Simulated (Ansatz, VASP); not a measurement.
SiBBr in VASP and in Ansatz

Contents of INCAR:

```
SYSTEM = SiBBr
PREC = Accurate
ENCUT = 600
EDIFF = 1E-7
ISMEAR = 0
SIGMA = 0.1
LREAL = .FALSE.
LASPH = .TRUE.
NELM = 100
ALGO = Normal
ISIF = 3
LWAVE = .FALSE.
LCHARG = .FALSE.
GGA = PE
IBRION = 2
NSW = 100
EDIFFG = -0.01
```

Contents of KPOINTS:

```
Automatic mesh
0
G
  12 12 4
  0 0 0
```

Contents of POSCAR:

```
SiBBr
1.0
    3.5203427699      0.0000000000      0.0000000000
   -1.7601713849      3.0487062687      0.0000000000
    0.0000000000      0.0000000000     10.0707522876
Si B Br
2 2 2
Direct
    0.0000000000      0.0000000000      0.3521507337
    0.0000000000      0.0000000000      0.8521507337
    0.6666666667      0.3333333333      0.8285271051
    0.3333333333      0.6666666667      0.3285271051
    0.3333333333      0.6666666667      0.1117221312
    0.6666666667      0.3333333333      0.6117221312
```

Input for Ansatz:

```yaml
crystal:
  lattice:
    - [3.5203427699, 0.0, 0.0]
    - [-1.7601713849, 3.0487062687, 0.0]
    - [0.0, 0.0, 10.0707522876]
  atoms:
    - { symbol: Si, position: [0.0, 0.0, 0.3521507337] }
    - { symbol: Si, position: [0.0, 0.0, 0.8521507337] }
    - { symbol: B, position: [0.6666666667, 0.3333333333, 0.8285271051] }
    - { symbol: B, position: [0.3333333333, 0.6666666667, 0.3285271051] }
    - { symbol: Br, position: [0.3333333333, 0.6666666667, 0.1117221312] }
    - { symbol: Br, position: [0.6666666667, 0.3333333333, 0.6117221312] }
basis:
  ecutwfc: 420
kpoints:
  mp_grid: { grid: [12, 12, 4] }
hamiltonian:
  xc: pbe
scf:
  occupations: { method: gaussian, width: 0.1 }
output:
  forces: true
  stress: true
  eigenvalues: true
relax:
  adjacent_minimum: "off"
  f_tol: 0.01
  max_steps: 80
  cell: { stress_tol: 0.05 }
```

Change from the starting cell: species swapped into the DyCuGe type (P6_3mc, No. 186).

Alike in both runs: task relaxation of cell and atoms; functional PBE; k mesh 12 × 12 × 4; occupations gaussian, width 0.1 eV; no spin polarisation.

|  | VASP | Ansatz |
| --- | --- | --- |
| version | VASP 6.6.1 | Ansatz 0.2.0 |
| potentials or method | VASP PAW PBE potentials, release 64 (Si, B, Br), cutoff 600 eV | scalar-relativistic, plane waves, PAW |
| valence electrons in the cell | 28 | 28 |

```csv
,VASP,Ansatz,Ansatz less VASP
"gap on the k mesh at the Fermi level, each at its own relaxed structure (eV)",none,none,-
relaxed volume (Å³/atom),17.94,17.93,-0.001
relaxed cell length with the largest relative difference (Å),3.522,3.522,-0.0002
```

A gap of «none» marks a metal or a gap that the smearing closes.
